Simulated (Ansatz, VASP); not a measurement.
# Two plane-wave programs on Te

INCAR

```
SYSTEM = Te
  ALGO = Normal
  EDIFF = 1E-6
  ENCUT = 520
  GGA = PE
  ISIF = 2
  ISMEAR = 0
  LASPH = .True.
  LCHARG = .False.
  LREAL = .False.
  LWAVE = .False.
  NBANDS = 27
  NELM = 60
  PREC = Accurate
  SIGMA = 0.1
```

The input KPOINTS:

```
k-points
0
Gamma
  3 3 4
  0 0 0
```

POSCAR

```
Te
1.0
    7.0859268600      0.0000000000      0.0000000000
   -3.5429634300      6.1365926700      0.0000000000
    0.0000000000      0.0000000000      5.2627629900
Te
6
Direct
    0.2075318500      0.4150637100      0.0000000000
    0.5849362900      0.7924681500      0.0000000000
    0.2075318500      0.7924681500      0.0000000000
    0.7924681500      0.5849362900      0.0000000000
    0.4150637100      0.2075318500      0.0000000000
    0.7924681500      0.2075318500      0.0000000000
```

Input for Ansatz:

```yaml
crystal:
  lattice:
    - [7.08592686, 0.0, 0.0]
    - [-3.54296343, 6.13659267, 0.0]
    - [0.0, 0.0, 5.26276299]
  atoms:
    - { symbol: Te, position: [0.20753185, 0.41506371, 0.0] }
    - { symbol: Te, position: [0.58493629, 0.79246815, 0.0] }
    - { symbol: Te, position: [0.20753185, 0.79246815, 0.0] }
    - { symbol: Te, position: [0.79246815, 0.58493629, 0.0] }
    - { symbol: Te, position: [0.41506371, 0.20753185, 0.0] }
    - { symbol: Te, position: [0.79246815, 0.20753185, 0.0] }
basis:
  ecutwfc: 420
kpoints:
  mp_grid: { grid: [3, 3, 4] }
hamiltonian:
  xc: pbe
scf:
  occupations: { method: gaussian, width: 0.1 }
  lower_state_search: "off"
output:
  forces: true
  stress: true
  eigenvalues: true
```

Alike in both runs: task single point; functional PBE; k mesh 3 × 3 × 4; occupations gaussian, width 0.1 eV; no spin polarisation.

|  | VASP | Ansatz |
| --- | --- | --- |
| version | VASP 6.6.1 | Ansatz 0.2.0 |
| potentials or method | VASP PAW PBE potentials, release 64 (Te), cutoff 520 eV | scalar-relativistic, plane waves, PAW |
| valence electrons in the cell | 36 | 96 |

|  | VASP | Ansatz | Ansatz less VASP |
| --- | --- | --- | --- |
| gap on the k mesh at the Fermi level (eV) | none | none | - |
| rms of the force components (eV/Å) | 0.894 | 0.891 | -0.0032 |

Atom by atom the forces differ by 0.003 eV/Å (rms over components). A gap of «none» marks a metal or a gap that the smearing closes. VASP's potentials hold 36 valence electrons a cell and Ansatz's 96, so a difference there can come from the potentials and not from the codes.

Neither program's run includes spin-orbit coupling.
